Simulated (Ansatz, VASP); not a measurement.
# Two plane-wave programs on CoO

File INCAR:

```
PREC = Accurate
ENCUT = 520
EDIFF = 1E-7
ISMEAR = 0
SIGMA = 0.1
LREAL = F
LASPH = T
NELM = 150
ALGO = Normal
ISIF = 2
LWAVE = F
LCHARG = T
ISPIN = 2
MAGMOM = 3 0
LORBIT = 11
LMAXMIX = 4
GGA = PE
LELF = T
LVHAR = T
NBANDS = 18
```

KPOINTS

```
Automatic mesh
0
Gamma
  8 8 8
```

Contents of POSCAR:

```
CoO
1.0
    0.0000000000      2.0909317300      2.0909317300
    2.0909317300      0.0000000000      2.0909317300
    2.0909317300      2.0909317300      0.0000000000
Co O
1 1
Direct
    0.0000000000      0.0000000000      0.0000000000
    0.7500000000      0.7500000000      0.7500000000
```

Input for Ansatz:

```yaml
crystal:
  lattice:
    - [0.0, 2.09093173, 2.09093173]
    - [2.09093173, 0.0, 2.09093173]
    - [2.09093173, 2.09093173, 0.0]
  atoms:
    - { symbol: Co, position: [0.0, 0.0, 0.0], spin: 3.0 }
    - { symbol: O, position: [0.75, 0.75, 0.75] }
basis:
  ecutwfc: 420
kpoints:
  mp_grid: { grid: [8, 8, 8] }
hamiltonian:
  xc: pbe
scf:
  occupations: { method: gaussian, width: 0.1 }
  lower_state_search: "off"
output:
  forces: true
  stress: true
  eigenvalues: true
  populations: true
magnetization:
  spin_polarized: true
```

Alike in both runs: task single point; functional PBE; k mesh 8 × 8 × 8; occupations gaussian, width 0.1 eV; collinear spin.

|  | VASP | Ansatz |
| --- | --- | --- |
| version | VASP 6.6.1 | Ansatz 0.2.0 |
| potentials or method | VASP PAW PBE potentials, release 64 (Co, O), cutoff 520 eV | scalar-relativistic, plane waves, PAW |
| valence electrons in the cell | 15 | 23 |

VASP gave:

- gap on the k mesh at the Fermi level (eV): none
- net moment per atom (μB): 0.83
- size of the moment on the site where the two differ most (μB): 1.47

Problem. Estimate Ansatz's values.

Solution. gap on the k mesh at the Fermi level (eV): none; net moment per atom (μB): 0.83; size of the moment on the site where the two differ most (μB): 1.35.

Site moments also hang on the region over which each program counts them. A gap of «none» marks a metal or a gap that the smearing closes. VASP's potentials hold 15 valence electrons a cell and Ansatz's 23, so a difference there can come from the potentials and not from the codes.
